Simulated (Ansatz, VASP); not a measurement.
Ti3Se in VASP and in Ansatz

```
Se Ti
1.0
     3.21862    0.00000    0.00000
    -1.60931    2.78741    0.00000
     0.00000    0.00000    7.99535
Se Ti
1 3
Direct
  0.00000 0.00000 0.00000
  0.66667 0.33333 0.50000
  0.33333 0.66667 0.77290
  0.33333 0.66667 0.22710
```

Change from the starting cell: volume scaled by 1.02.

Alike in both runs: task single point; functional LDA; k mesh 10 × 10 × 4; occupations fermi-dirac, width 0.05 eV; no spin polarisation.

|  | VASP | Ansatz |
| --- | --- | --- |
| version | VASP 6.6.1 | Ansatz 0.2.0 |
| potentials or method | VASP PAW LDA potentials, release 64 (Se, Ti_sv), cutoff 520 eV | all-electron LAPW, scalar-relativistic |

VASP gave:

```
gap on the k mesh at the Fermi level (eV)                     : none
pressure (GPa)                                                : -9.6
traceless stress, the component that is largest in VASP (GPa) : -1.20
rms of the force components (eV/Å)                            : 0.058
```

**Question.** Which values does Ansatz return?

**Answer.** gap on the k mesh at the Fermi level (eV): none; pressure (GPa): -9.8; traceless stress, the component that is largest in VASP (GPa): -1.21; rms of the force components (eV/Å): 0.067.

LDA's correlation is that of Perdew and Zunger in VASP and of Perdew and Wang (1992) in Ansatz. Atom by atom the forces differ by 0.010 eV/Å (rms over components). A gap of «none» marks a metal or a gap that the smearing closes. Ansatz ran all-electron here, and VASP with PAW potentials.
